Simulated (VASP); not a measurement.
# MgO (Cm) in VASP: single point with LDA

Aim: the single point of MgO with LDA.

Everything below comes from runs of VASP 6.6.1. Logs are shortened: lines on timing, memory, paths and dates and some standing lists are left out, and cuts for length are marked.

### Step 1. The cell of the first run

The structure is monoclinic, space group Cm (No. 8). Conventional cell: a = 5.884 Å, b = 5.884 Å, c = 4.161 Å, α = 90.00°, β = 90.00°, γ = 90.00°. Within 2.7 Å of Mg (site symmetry m) lie 6 O at 1.80 to 2.41 Å and 3 Mg at 2.58 to 2.65 Å. Within 2.8 Å of Mg (site symmetry m) lie 6 O at 2.08 Å and 1 Mg at 2.65 Å. Mg (site symmetry 1) has 6 O at 2.08 Å and 11 Mg at 2.58 to 3.04 Å within 3.1 Å. O (site symmetry 1) has 6 Mg at 1.90 to 2.33 Å within 2.5 Å. Within 2.5 Å of O (site symmetry m) lie 6 Mg at 1.80 to 2.41 Å. Within 2.8 Å of O (site symmetry m) lie 6 Mg at 2.08 Å.

### Step 2. Single point, LDA (atom 1 (Mg) moved by -0.312 Å along [1 1 0] and -0.312 Å along [0 0 1])

INCAR

```
ALGO = Normal ; EDIFF = 1E-6
ENCUT = 840 ; GGA_COMPAT = False
ISIF = 2 ; ISMEAR = 0
LASPH = True ; LCHARG = False
LREAL = False ; LWAVE = False
NBANDS = 42 ; NELM = 120
PREC = Accurate ; SIGMA = 0.05
```

KPOINTS

```
k-points
0
Gamma
  6 6 6
```

POSCAR

```
MgO
1.0
    4.1607146133      0.0000000000      0.0000000000
    0.0000000000     -4.1607146133      0.0000000000
    0.0000000000      0.0000000000     -4.1607146133
Mg O
4 4
Direct
   -0.0530239000      1.0530239000      1.0749871186
    0.5000000000      0.5000000000      1.0000000000
    0.5000000000      1.0000000000      0.5000000000
    0.0000000000      0.5000000000      0.5000000000
    0.5000000000      0.0000000000      0.0000000000
    0.0000000000      0.5000000000      0.0000000000
    0.0000000000      0.0000000000      0.5000000000
    0.5000000000      0.5000000000      0.5000000000
```

Potentials or basis: VASP PAW LDA potentials, release 64 (Mg_sv, O).

The run is started by

```
$ cat potpaw_LDA.64/Mg_sv/POTCAR potpaw_LDA.64/O/POTCAR > POTCAR
$ mpirun -np 1 vasp_std > vasp.out
```

OUTCAR:

```text
EDIFF = 1E-6
   ENCUT = 840
   ISIF = 2
   ISMEAR = 0
   LASPH = True
   LREAL = False
   NELM = 120
   PREC = Accurate

 ion  position               nearest neighbor table
   1  0.947  0.053  0.075-   7 1.80   6 1.90   5 1.90
   2  0.500  0.500  0.000-   5 2.08   6 2.08   8 2.08   8 2.08   5 2.08   6 2.08
   3  0.500  0.000  0.500-   5 2.08   7 2.08   8 2.08   5 2.08   8 2.08   7 2.08
   4  0.000  0.500  0.500-   6 2.08   7 2.08   8 2.08   6 2.08   7 2.08   8 2.08
   5  0.500  0.000  0.000-   1 1.90   2 2.08   3 2.08   3 2.08   2 2.08
   6  0.000  0.500  0.000-   1 1.90   2 2.08   4 2.08   4 2.08   2 2.08
   7  0.000  0.000  0.500-   1 1.80   3 2.08   4 2.08   4 2.08   3 2.08
   8  0.500  0.500  0.500-   2 2.08   3 2.08   4 2.08   2 2.08   3 2.08   4 2.08

  LATTYP: Found a simple cubic cell.
 ALAT       =     4.1607146133

  Lattice vectors:

 A1 = (   4.1607146133,   0.0000000000,   0.0000000000)
 A2 = (   0.0000000000,  -4.1607146133,   0.0000000000)
 A3 = (   0.0000000000,   0.0000000000,  -4.1607146133)

Analysis of symmetry for initial positions (statically):
=====================================================================
 Subroutine PRICEL returns:
 Original cell was already a primitive cell.

 Routine SETGRP: Setting up the symmetry group for a
 simple cubic supercell.

 Subroutine GETGRP returns: Found  2 space group operations
 (whereof  2 operations were pure point group operations)
 out of a pool of 48 trial point group operations.

The static configuration has the point symmetry C_1h.

Analysis of symmetry for dynamics (positions and initial velocities):
=====================================================================
 Subroutine PRICEL returns:
 Original cell was already a primitive cell.

 Routine SETGRP: Setting up the symmetry group for a
 simple cubic supercell.

 Subroutine GETGRP returns: Found  2 space group operations
 (whereof  2 operations were pure point group operations)
 out of a pool of 48 trial point group operations.

The dynamic configuration has the point symmetry C_1h.

 Subroutine INISYM returns: Found  2 space group operations
 (whereof  2 operations are pure point group operations),
 and found     1 'primitive' translations

----------------------------------------------------------------------------------------

                                     Primitive cell

  volume of cell :      72.0284

  direct lattice vectors                    reciprocal lattice vectors
     4.160714613  0.000000000  0.000000000     0.240343329  0.000000000  0.000000000
     0.000000000 -4.160714613  0.000000000     0.000000000 -0.240343329  0.000000000
     0.000000000  0.000000000 -4.160714613     0.000000000  0.000000000 -0.240343329

  length of vectors
     4.160714613  4.160714613  4.160714613     0.240343329  0.240343329  0.240343329

  position of ions in fractional coordinates (direct lattice)
     0.946976100  0.053023900  0.074987119
     0.500000000  0.500000000  0.000000000
     0.500000000  0.000000000  0.500000000
     0.000000000  0.500000000  0.500000000
     0.500000000  0.000000000  0.000000000
     0.000000000  0.500000000  0.000000000
     0.000000000  0.000000000  0.500000000
     0.500000000  0.500000000  0.500000000

  ion indices of the primitive-cell ions
   primitive index   ion index
                 1           1
                 2           2
                 3           3
                 4           4
                 5           5
                 6           6
                 7           7
                 8           8

----------------------------------------------------------------------------------------

 KPOINTS: k-points

Automatic generation of k-mesh.
 Grid dimensions read from file:
 generate k-points for:    6    6    6

 Generating k-lattice:

  Cartesian coordinates                     Fractional coordinates (reciprocal lattice)
     0.040057221  0.000000000  0.000000000     0.166666667  0.000000000  0.000000000
     0.000000000 -0.040057221  0.000000000     0.000000000  0.166666667  0.000000000
     0.000000000  0.000000000 -0.040057221     0.000000000  0.000000000  0.166666667

  Length of vectors
     0.040057221  0.040057221  0.040057221

  Shift w.r.t. Gamma in fractional coordinates (k-lattice)
     0.000000000  0.000000000  0.000000000

 Subroutine IBZKPT returns following result:
 ===========================================

 Found     68 irreducible k-points:

 Following reciprocal coordinates:
            Coordinates               Weight
  0.000000  0.000000  0.000000      1.000000
  0.166667  0.000000  0.000000      4.000000
  0.000000  0.000000  0.166667      2.000000
  0.333333  0.000000  0.000000      4.000000
  0.000000  0.000000  0.333333      2.000000
  0.500000  0.000000  0.000000      2.000000
[... 16 lines left out ...]
  0.333333  0.000000  0.333333      4.000000
 -0.333333  0.333333  0.000000      2.000000
 [... further k-points ...]
   k-points           NKPTS =     68   k-points in BZ     NKDIM =     68   number of bands    NBANDS=     42
   number of dos      NEDOS =    301   number of ions     NIONS =      8
   total plane-waves  NPLWV =  64000
   dimension x,y,z NGX =    40 NGY =   40 NGZ =   40
   dimension x,y,z NGXF=    80 NGYF=   80 NGZF=   80
   ions per type =               4   4
   NGX,Y,Z   is equivalent  to a cutoff of  15.98, 15.98, 15.98 a.u.
   NGXF,Y,Z  is equivalent  to a cutoff of  31.96, 31.96, 31.96 a.u.
 SYSTEM =  unknown system
   PREC   = accura    normal or accurate (medium, high low for compatibility)
   ISTART =      0    job   : 0-new  1-cont  2-samecut
   ICHARG =      2    charge: 1-file 2-atom 10-const
   ISPIN  =      1    spin polarized calculation?
   LNONCOLLINEAR =      F non collinear calculations
   LSORBIT =      F    spin-orbit coupling
   LASPH  =      T    aspherical Exc in radial PAW
   ENCUT  =  840.0 eV  61.74 Ry    7.86 a.u.   9.83  9.83  9.83*2*pi/ulx,y,z
   NELM   =    120;   NELMIN=  2; NELMDL= -5     # of ELM steps
   EDIFF  = 0.1E-05   stopping-criterion for ELM
   LREAL  =      F    real-space projection
   EDIFFG = 0.1E-04   stopping-criterion for IOM
   NSW    =      0    number of steps for IOM
   IBRION =     -1    ionic relax: 0-MD 1-quasi-New 2-CG
   NFREE  =      0    steps in history (QN), initial steepest desc. (CG)
   ISIF   =      2    stress and relaxation
   ISYM   =      2    0-nonsym 1-usesym 2-fastsym
   POTIM  = 0.5000    time-step for ionic-motion
   TEBEG  =    0.0;   TEEND  =   0.0 temperature during run
   PSTRESS=    0.0 pullay stress
   NELECT =      64.0000    total number of electrons
   NUPDOWN=      -1.0000    fix difference up-down
   EMIN   =  10.00;   EMAX   =-10.00  energy-range for DOS
   EFERMI =   0.00;   METHOD = LEGACY
   ISMEAR =     0;   SIGMA  =   0.05  broadening in eV -4-tet -1-fermi 0-gaus
   EFERMI_NEDOS =   21; number of points for ismear=-14 and -15
   IALGO  =     38    algorithm
   IMIX   =      4    mixing-type and parameters
     AMIX     =   0.40;   BMIX     =  1.00
     AMIX_MAG =   1.60;   BMIX_MAG =  1.00
  volume/ion in A,a.u.               =       9.00        60.76
  Fermi-wavevector in a.u.,A,eV,Ry     =   1.573863  2.974170 33.702235  2.477044
  Thomas-Fermi vector in A             =   2.675083
   LORBIT       =      0    0 simple, 1 ext, 2 COOP (PROOUT), +10 PAW based schemes
   GGA     = CA    functional components
   LHFCALC =     F    Hartree Fock is set to
   AEXX    =    0.0000 exact exchange contribution
   IVDW    =     0    specifies the selected vdW correction
   LEPSILON=     F    determine dielectric tensor
   LRPA    =     F    only Hartree local field effects (RPA)
 non-spin polarized calculation
 Gauss-broadening in eV      SIGMA  =   0.05
  energy-cutoff  :      840.00
  volume of cell :       72.03
 maximum number of plane-waves:      4012
   NGX = 19   NGY = 19   NGZ = 19

 number of electron      63.9999993 magnetization

 Free energy of the ion-electron system (eV)
  ---------------------------------------------------
  ext. energy  EPLUGINS =         0.00000000
  ---------------------------------------------------
  free energy    TOTEN  =       -51.85062018 eV

  energy without entropy =      -51.85062018  energy(sigma->0) =      -51.85062018

 E-fermi :   3.3033     XC(G=0): -12.1019

 val. band max:        2.8375907435   @ k =   0.0000   0.0000   0.0000
 cond. band min:       7.8057877140   @ k =   0.0000   0.0000   0.0000
 fundamental gap:      4.9681969705
 Fermi energy:         3.3032868764

 k-point     1 :       0.0000    0.0000    0.0000
  band No.  band energies     occupation
      1     -68.4749      2.00000
      2     -68.4665      2.00000
      3     -68.4105      2.00000
      4     -68.2123      2.00000
      5     -36.0240      2.00000
      6     -36.0085      2.00000
[... 34 lines left out ...]
     41      16.1233      0.00000
     42      16.1713      0.00000

 k-point     2 :       0.1667    0.0000    0.0000
  band No.  band energies     occupation
      1     -68.4743      2.00000
      2     -68.4672      2.00000
      3     -68.4106      2.00000
      4     -68.2125      2.00000
      5     -36.0210      2.00000
      6     -36.0057      2.00000
[... 34 lines left out ...]
     41      15.9761      0.00000
     42      16.1788      0.00000

 k-point     3 :       0.0000    0.0000    0.1667
  band No.  band energies     occupation
      1     -68.4748      2.00000
      2     -68.4666      2.00000
      3     -68.4107      2.00000
      4     -68.2124      2.00000
      5     -36.0222      2.00000
      6     -36.0074      2.00000
[... 34 lines left out ...]
     41      15.9843      0.00000
     42      16.1550      0.00000

 k-point     4 :       0.3333    0.0000    0.0000
  band No.  band energies     occupation
      1     -68.4728      2.00000
      2     -68.4688      2.00000
      3     -68.4108      2.00000
      4     -68.2127      2.00000
      5     -36.0134      2.00000
      6     -35.9992      2.00000
[... 844 lines left out ...]
     41      15.4035      0.00000
     42      16.2839      0.00000

 k-point    23 :       0.3333    0.0000    0.3333
  band No.  band energies     occupation
      1     -68.4727      2.00000
      2     -68.4686      2.00000
      3     -68.4110      2.00000
      4     -68.2128      2.00000
      5     -36.0120      2.00000
      6     -36.0012      2.00000
[... 34 lines left out ...]
     41      15.3722      0.00000
     42      16.2817      0.00000

 k-point    24 :      -0.3333    0.3333    0.0000
  band No.  band energies     occupation
      1     -68.4716      2.00000
      2     -68.4697      2.00000
      3     -68.4109      2.00000
      4     -68.2128      2.00000
      5     -36.0269      2.00000
      6     -36.0004      2.00000
[... 34 lines left out ...]
     41      15.4735      0.00000
     42      16.3130      0.00000

 [... further k-points ...]
[... 5 lines left out ...]
  --------------------------------------------------------------------------------------
  -------------------------------------------------------------------------------------
  Total        2.2375864      2.2375864      4.4647464     -0.1675058     -0.3633607     -0.3633607
  in kB       49.7721742     49.7721742     99.3124260     -3.7259462     -8.0824827     -8.0824810
  external PRESSURE =      66.2855914 kB  Pullay stress =       0.0000000 kB

 VOLUME and BASIS-vectors are now :
 -----------------------------------------------------------------------------
  energy-cutoff  :      840.00
  volume of cell :       72.03
      direct lattice vectors                 reciprocal lattice vectors
     4.160714613  0.000000000  0.000000000     0.240343329  0.000000000  0.000000000
     0.000000000 -4.160714613  0.000000000     0.000000000 -0.240343329  0.000000000
     0.000000000  0.000000000 -4.160714613     0.000000000  0.000000000 -0.240343329

 POSITION                                       TOTAL-FORCE (eV/Angst)
 -----------------------------------------------------------------------------------
      3.94010     -0.22062     -0.31200         2.170444      2.170444      4.097610
      2.08036     -2.08036      0.00000        -0.641664     -0.641664      0.290866
      2.08036      0.00000     -2.08036        -0.732324      0.229612     -0.936770
      0.00000     -2.08036     -2.08036         0.229612     -0.732324     -0.936770
      2.08036      0.00000      0.00000        -0.767691     -0.246633     -0.362492
      0.00000     -2.08036      0.00000        -0.246633     -0.767691     -0.362492
      0.00000      0.00000     -2.08036        -0.101579     -0.101579     -1.903721
      2.08036     -2.08036     -2.08036         0.089836      0.089836      0.113770
 -----------------------------------------------------------------------------------
    total drift:                               -0.000788     -0.000788     -0.000134

  FREE ENERGIE OF THE ION-ELECTRON SYSTEM (eV)
  ---------------------------------------------------
  free  energy   TOTEN  =       -51.8506201849 eV

  energy  without entropy=      -51.8506201849  energy(sigma->0) =      -51.85062018
```

It took 2.5 min on 1 thread of Intel Xeon 6975P-C (Granite Rapids), shared host; peak memory 0.4 GiB.

Results:

* Free energy: -51.8506 eV
* Pressure: 6.6 GPa
* Largest force: 5.120 eV/Å
* Band gap on the k mesh: 4.97 eV

Forces on the atoms (eV/Å):
```
Mg   2.170  2.170  4.098
Mg  -0.642 -0.642  0.291
Mg  -0.732  0.230 -0.937
Mg   0.230 -0.732 -0.937
O   -0.768 -0.247 -0.362
O   -0.247 -0.768 -0.362
O   -0.102 -0.102 -1.904
O    0.090  0.090  0.114
```

Stress tensor (GPa, compression positive):
```
 4.98 -0.37 -0.81
-0.37  4.98 -0.81
-0.81 -0.81  9.93
```

Levels at points of the mesh, in eV from the valence-band top:
```
           k point  band 29  band 30  band 31  band 32  band 33  band 34  band 35  band 36
(0.00, 0.00, 0.00)    -1.37    -0.08    -0.07     0.00     4.97     8.67     9.03     9.05
(0.50, 0.00, 0.00)    -0.86    -0.83    -0.81    -0.73     8.14     8.38    10.45    11.06
(0.00, 0.00, 0.50)    -0.90    -0.88    -0.77    -0.68     8.04     8.40    10.40    11.22
(0.50, 0.50, 0.00)    -0.83    -0.81    -0.74    -0.51     9.31     9.60     9.67     9.85
(0.00, 0.50, 0.50)    -0.83    -0.78    -0.75    -0.54     9.26     9.57     9.69     9.90
(0.50, 0.50, 0.50)    -0.76    -0.72    -0.54    -0.50     7.73     7.96     8.00     8.06
```

Caveat: the cell differs from its parent crystal (atom 1 (Mg) moved by -0.312 Å along [1 1 0] and -0.312 Å along [0 0 1]); the cell stands under pressure; forces of over 1 eV/Å act on the atoms, so gaps and moduli don't describe the material at rest.
